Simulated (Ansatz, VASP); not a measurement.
One calculation of Al, two programs

```xyz
1
Lattice="-1.9599 1.6144 1.6144 1.6144 -1.9599 1.6144 1.6144 1.6144 -1.9599" Properties=species:S:1:pos:R:3 pbc="T T T"
Al    0.0000    0.0000    0.0000
```

Alike in both runs: task single point; functional r2SCAN; k mesh 30 × 30 × 30; occupations gaussian, width 0.15 eV; no spin polarisation.

|  | VASP | Ansatz |
| --- | --- | --- |
| version | VASP 6.6.1 | Ansatz 0.2.0 |
| potentials or method | VASP PAW PBE potentials, release 64 (Al), cutoff 520 eV | scalar-relativistic, plane waves, PAW |
| valence electrons in the cell | 3 | 3 |

```csv
,VASP,Ansatz,Ansatz less VASP
gap on the k mesh at the Fermi level (eV),none,none,-
pressure (GPa),22.4,22.6,+0.28
"traceless stress, the component that is largest in VASP (GPa)",28.09,28.03,-0.065
```

VASP's potentials were made for PBE, not for r2SCAN. A gap of «none» marks a metal or a gap that the smearing closes.
